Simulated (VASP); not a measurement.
# TiS2 (P-3m1) in VASP: single point with LDA

Aim: the single point of TiS2 with LDA.

Program: VASP 6.6.1. These are calculated values, not measurements. Logs are shortened: lines on timing, memory, paths and dates and some standing lists are left out, and cuts for length are marked.

## (1) The cell of the first run

It takes space group P-3m1 (No. 164, trigonal). Conventional cell: a = 3.412 Å, b = 3.412 Å, c = 5.695 Å, α = 90.00°, β = 90.00°, γ = 120.00°. Within 3.2 Å of Ti (site symmetry -3m) lie 6 S at 2.43 Å. S (site symmetry 3m) has 3 Ti at 2.43 Å within 3.2 Å.

## (2) Single point, LDA

The input, INCAR:

```
PREC = Accurate
ENCUT = 500
EDIFF = 1E-6
ISMEAR = -1
SIGMA = 0.02
LREAL = False
LASPH = True
NELM = 120
ALGO = Normal
ISIF = 2
LWAVE = False
LCHARG = True
LELF = True
LVHAR = True
NBANDS = 19
GGA_COMPAT = False
```

The input, KPOINTS:

```
regular mesh
0
Gamma
  7 7 4
```

The input, POSCAR:

```
TiS2
1.0
    3.4120000000      0.0000000000      0.0000000000
   -1.7060000000      2.9548786800      0.0000000000
    0.0000000000      0.0000000000      5.6950000000
Ti S
1 2
Direct
    0.0000000000      0.0000000000      0.0000000000
    0.3333333300      0.6666666700      0.2500000000
    0.6666666700      0.3333333300      0.7500000000
```

Potentials or basis: VASP PAW LDA potentials, release 64 (Ti_sv, S).

Run with:

```
$ cat potpaw_LDA.64/Ti_sv/POTCAR potpaw_LDA.64/S/POTCAR > POTCAR
$ mpirun -np 1 vasp_std > vasp.out
```

OUTCAR:

```text
PREC = Accurate
   ENCUT = 500
   EDIFF = 1E-6
   ISMEAR = -1
   LREAL = False
   LASPH = True
   NELM = 120
   ISIF = 2

 ion  position               nearest neighbor table
   1  0.000  0.000  0.000-   2 2.43   3 2.43   3 2.43   2 2.43   3 2.43   2 2.43
   2  0.333  0.667  0.250-   1 2.43   1 2.43   1 2.43
   3  0.667  0.333  0.750-   1 2.43   1 2.43   1 2.43

  LATTYP: Found a hexagonal cell.
 ALAT       =     3.4120000000
 C/A-ratio  =     1.6691090270

  Lattice vectors:

 A1 = (   3.4120000000,   0.0000000000,   0.0000000000)
 A2 = (  -1.7060000000,   2.9548786800,   0.0000000000)
 A3 = (   0.0000000000,   0.0000000000,   5.6950000000)

Analysis of symmetry for initial positions (statically):
=====================================================================
 Subroutine PRICEL returns:
 Original cell was already a primitive cell.

 Routine SETGRP: Setting up the symmetry group for a
 hexagonal supercell.

 Subroutine GETGRP returns: Found 12 space group operations
 (whereof 12 operations were pure point group operations)
 out of a pool of 24 trial point group operations.

The static configuration has the point symmetry D_3d.

Analysis of symmetry for dynamics (positions and initial velocities):
=====================================================================
 Subroutine PRICEL returns:
 Original cell was already a primitive cell.

 Routine SETGRP: Setting up the symmetry group for a
 hexagonal supercell.

 Subroutine GETGRP returns: Found 12 space group operations
 (whereof 12 operations were pure point group operations)
 out of a pool of 24 trial point group operations.

The dynamic configuration has the point symmetry D_3d.

 Subroutine INISYM returns: Found 12 space group operations
 (whereof 12 operations are pure point group operations),
 and found     1 'primitive' translations

----------------------------------------------------------------------------------------

                                     Primitive cell

  volume of cell :      57.4173

  direct lattice vectors                    reciprocal lattice vectors
     3.412000000  0.000000000  0.000000000     0.293083236  0.169211685  0.000000000
    -1.706000000  2.954878680  0.000000000     0.000000000  0.338423370  0.000000000
     0.000000000  0.000000000  5.695000000     0.000000000  0.000000000  0.175592625

  length of vectors
     3.412000000  3.412000002  5.695000000     0.338423370  0.338423370  0.175592625

  position of ions in fractional coordinates (direct lattice)
     0.000000000  0.000000000  0.000000000
     0.333333330  0.666666670  0.250000000
     0.666666670  0.333333330  0.750000000

  ion indices of the primitive-cell ions
   primitive index   ion index
                 1           1
                 2           2
                 3           3

----------------------------------------------------------------------------------------

 KPOINTS: regular mesh

Automatic generation of k-mesh.
 Grid dimensions read from file:
 generate k-points for:    7    7    4

 Generating k-lattice:

  Cartesian coordinates                     Fractional coordinates (reciprocal lattice)
     0.041869034  0.024173098  0.000000000     0.142857143  0.000000000  0.000000000
     0.000000000  0.048346196  0.000000000     0.000000000  0.142857143  0.000000000
     0.000000000  0.000000000  0.043898156     0.000000000  0.000000000  0.250000000

  Length of vectors
     0.048346196  0.048346196  0.043898156

  Shift w.r.t. Gamma in fractional coordinates (k-lattice)
     0.000000000  0.000000000  0.000000000

 Subroutine IBZKPT returns following result:
 ===========================================

 Found     28 irreducible k-points:

 Following reciprocal coordinates:
            Coordinates               Weight
  0.000000  0.000000  0.000000      1.000000
  0.142857  0.000000  0.000000      6.000000
  0.285714  0.000000  0.000000      6.000000
  0.428571  0.000000  0.000000      6.000000
  0.142857  0.142857  0.000000      6.000000
  0.285714  0.142857  0.000000     12.000000
[... 16 lines left out ...]
  0.285714  0.000000  0.500000      6.000000
  0.428571  0.000000  0.500000      6.000000
 [... further k-points ...]
   k-points           NKPTS =     28   k-points in BZ     NKDIM =     28   number of bands    NBANDS=     19
   number of dos      NEDOS =    301   number of ions     NIONS =      3
   total plane-waves  NPLWV =  32928
   dimension x,y,z NGX =    28 NGY =   28 NGZ =   42
   dimension x,y,z NGXF=    56 NGYF=   56 NGZF=   84
   ions per type =               1   2
   NGX,Y,Z   is equivalent  to a cutoff of  13.64, 13.64, 12.26 a.u.
   NGXF,Y,Z  is equivalent  to a cutoff of  27.29, 27.29, 24.52 a.u.
 SYSTEM =  unknown system
   PREC   = accura    normal or accurate (medium, high low for compatibility)
   ISTART =      0    job   : 0-new  1-cont  2-samecut
   ICHARG =      2    charge: 1-file 2-atom 10-const
   ISPIN  =      1    spin polarized calculation?
   LNONCOLLINEAR =      F non collinear calculations
   LSORBIT =      F    spin-orbit coupling
   LASPH  =      T    aspherical Exc in radial PAW
   ENCUT  =  500.0 eV  36.75 Ry    6.06 a.u.   6.22  6.22 10.38*2*pi/ulx,y,z
   NELM   =    120;   NELMIN=  2; NELMDL= -5     # of ELM steps
   EDIFF  = 0.1E-05   stopping-criterion for ELM
   LREAL  =      F    real-space projection
   EDIFFG = 0.1E-04   stopping-criterion for IOM
   NSW    =      0    number of steps for IOM
   IBRION =     -1    ionic relax: 0-MD 1-quasi-New 2-CG
   NFREE  =      0    steps in history (QN), initial steepest desc. (CG)
   ISIF   =      2    stress and relaxation
   ISYM   =      2    0-nonsym 1-usesym 2-fastsym
   POTIM  = 0.5000    time-step for ionic-motion
   TEBEG  =    0.0;   TEEND  =   0.0 temperature during run
   PSTRESS=    0.0 pullay stress
   NELECT =      24.0000    total number of electrons
   NUPDOWN=      -1.0000    fix difference up-down
   EMIN   =  10.00;   EMAX   =-10.00  energy-range for DOS
   EFERMI =   0.00;   METHOD = LEGACY
   ISMEAR =    -1;   SIGMA  =   0.02  broadening in eV -4-tet -1-fermi 0-gaus
   EFERMI_NEDOS =   21; number of points for ismear=-14 and -15
   IALGO  =     38    algorithm
   IMIX   =      4    mixing-type and parameters
     AMIX     =   0.40;   BMIX     =  1.00
     AMIX_MAG =   1.60;   BMIX_MAG =  1.00
  volume/ion in A,a.u.               =      19.14       129.16
  Fermi-wavevector in a.u.,A,eV,Ry     =   1.224046  2.313112 20.385458  1.498289
  Thomas-Fermi vector in A             =   2.359135
   LORBIT       =      0    0 simple, 1 ext, 2 COOP (PROOUT), +10 PAW based schemes
   GGA     = CA    functional components
   LHFCALC =     F    Hartree Fock is set to
   AEXX    =    0.0000 exact exchange contribution
   IVDW    =     0    specifies the selected vdW correction
   LEPSILON=     F    determine dielectric tensor
   LRPA    =     F    only Hartree local field effects (RPA)
 non-spin polarized calculation
  energy-cutoff  :      500.00
  volume of cell :       57.42
 maximum number of plane-waves:      1472
 NGX is ok and might be reduce to    28
   NGX = 13   NGY = 13   NGZ = 21

 number of electron      23.9999999 magnetization

 Free energy of the ion-electron system (eV)
  ---------------------------------------------------
  ext. energy  EPLUGINS =         0.00000000
  ---------------------------------------------------
  free energy    TOTEN  =       -21.93029029 eV

  energy without entropy =      -21.92871056  energy(sigma->0) =      -21.92950043

 E-fermi :   5.2415     XC(G=0): -10.4416

 val. band max:        5.2039410649   @ k =   0.4286   0.0000   0.5000
 cond. band min:       5.2586125819   @ k =   0.0000   0.0000   0.0000
 fundamental gap:      0.0546715170
 Fermi energy:         5.2414944103

 k-point     1 :       0.0000    0.0000    0.0000
  band No.  band energies     occupation
      1     -51.6639      2.00000
      2     -28.2821      2.00000
      3     -28.2363      2.00000
      4     -28.2363      2.00000
      5      -8.4262      2.00000
      6      -6.7222      2.00000
[... 11 lines left out ...]
     18      11.2124      0.00000
     19      11.8712      0.00000

 k-point     2 :       0.1429    0.0000    0.0000
  band No.  band energies     occupation
      1     -51.6616      2.00000
      2     -28.2771      2.00000
      3     -28.2617      2.00000
      4     -28.2421      2.00000
      5      -8.1887      2.00000
      6      -6.6730      2.00000
[... 11 lines left out ...]
     18      12.3269      0.00000
     19      12.8074      0.00000

 k-point     3 :       0.2857    0.0000    0.0000
  band No.  band energies     occupation
      1     -51.6562      2.00000
      2     -28.3185      2.00000
      3     -28.2658      2.00000
      4     -28.2550      2.00000
      5      -7.5702      2.00000
      6      -6.5720      2.00000
[... 11 lines left out ...]
     18      12.5664      0.00000
     19      13.3446      0.00000

 k-point     4 :       0.4286    0.0000    0.0000
  band No.  band energies     occupation
      1     -51.6518      2.00000
      2     -28.3634      2.00000
      3     -28.2653      2.00000
      4     -28.2568      2.00000
      5      -6.8896      2.00000
      6      -6.5605      2.00000
[... 407 lines left out ...]
     18      12.7090      0.00000
     19      13.8467      0.00000

 k-point    23 :       0.2857    0.0000    0.5000
  band No.  band energies     occupation
      1     -51.6562      2.00000
      2     -28.3184      2.00000
      3     -28.2659      2.00000
      4     -28.2550      2.00000
      5      -7.2535      2.00000
      6      -6.9624      2.00000
[... 11 lines left out ...]
     18      12.1685      0.00000
     19      12.8401      0.00000

 k-point    24 :       0.4286    0.0000    0.5000
  band No.  band energies     occupation
      1     -51.6518      2.00000
      2     -28.3634      2.00000
      3     -28.2654      2.00000
      4     -28.2568      2.00000
      5      -6.8752      2.00000
      6      -6.5548      2.00000
[... 11 lines left out ...]
     18      11.0044      0.00000
     19      11.9916      0.00000

 [... further k-points ...]

------------------------ aborting loop because EDIFF is reached ----------------------------------------

  FORCE on cell =-STRESS in cart. coord.  units (eV):
  Direction    XX          YY          ZZ          XY          YZ          ZX
  --------------------------------------------------------------------------------------
  -------------------------------------------------------------------------------------
  Total       -2.4496659     -2.4496659     -1.8043194      0.0000000      0.0000000      0.0000000
  in kB      -68.3557469    -68.3557470    -50.3479275      0.0000000      0.0000000      0.0000000
  external PRESSURE =     -62.3531405 kB  Pullay stress =       0.0000000 kB

 VOLUME and BASIS-vectors are now :
 -----------------------------------------------------------------------------
  energy-cutoff  :      500.00
  volume of cell :       57.42
      direct lattice vectors                 reciprocal lattice vectors
     3.412000000  0.000000000  0.000000000     0.293083236  0.169211685  0.000000000
    -1.706000000  2.954878680  0.000000000     0.000000000  0.338423370  0.000000000
     0.000000000  0.000000000  5.695000000     0.000000000  0.000000000  0.175592625

 POSITION                                       TOTAL-FORCE (eV/Angst)
 -----------------------------------------------------------------------------------
      0.00000      0.00000      0.00000        -0.000000      0.000000      0.000000
     -0.00000      1.96992      1.42375        -0.000000      0.000000     -0.401495
      1.70600      0.98496      4.27125         0.000000     -0.000000      0.401495
 -----------------------------------------------------------------------------------
    total drift:                                0.000000      0.000000      0.000000

  FREE ENERGIE OF THE ION-ELECTRON SYSTEM (eV)
  ---------------------------------------------------
  free  energy   TOTEN  =       -21.9302902892 eV

  energy  without entropy=      -21.9287105634  energy(sigma->0) =      -21.92950043
```

It took 54 s on 1 thread of Intel Xeon 8259CL, shared host; peak memory 0.16 GiB.

Results:

| Item | Value |
| --- | --- |
| Free energy | -21.9303 eV |
| Pressure | -6.2 GPa |
| Largest force | 0.401 eV/Å |
| Band gap on the k mesh | zero (bands 12 and 13 overlap by 0.15 eV) |

Forces on the atoms (eV/Å):
```
Ti   0.000  0.000  0.000
S    0.000  0.000 -0.401
S    0.000  0.000  0.401
```

Stress tensor (GPa, compression positive):
```
-6.84  0.00  0.00
 0.00 -6.84  0.00
 0.00  0.00 -5.03
```

Caveat: the cell stands under tension.
